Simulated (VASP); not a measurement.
A run of VASP 6.6.1 is set up as follows.

INCAR

```
PREC = Accurate
ENCUT = 520
EDIFF = 1E-7
ISMEAR = 0
SIGMA = 0.05
LREAL = F
LASPH = T
NELM = 80
ALGO = Normal
ISIF = 2
LWAVE = F
LCHARG = F
GGA = PE
NBANDS = 15
```

File KPOINTS:

```
regular mesh
0
Gamma
  6 6 6
```

Contents of POSCAR:

```
KBr
1.0
    0.0000000000      3.2925000000      3.3912750000
    3.2925000000      0.0000000000      3.3912750000
    3.2925000000      3.2925000000      0.0000000000
K Br
1 1
Direct
    0.0000000000      0.0000000000      0.0000000000
    0.5000000000      0.5000000000      0.5000000000
```

Potentials or basis: VASP PAW PBE potentials, release 64 (K_sv, Br).

Command:

```sh
$ cat potpaw_PBE.64/K_sv/POTCAR potpaw_PBE.64/Br/POTCAR > POTCAR
$ mpirun -np 1 vasp_std > vasp.out
```

**Question.** Estimate the pressure.

**Answer.** 0.4 GPa.

**Question.** Predict the band gap on the k mesh.

**Answer.** 4.37 eV, direct.

Stress tensor (GPa, compression positive):
```
 0.70  0.00  0.00
 0.00  0.70  0.00
 0.00  0.00 -0.12
```

Caveat: the cell differs from its parent crystal (strain +0.000 along x and y, +0.030 along z).
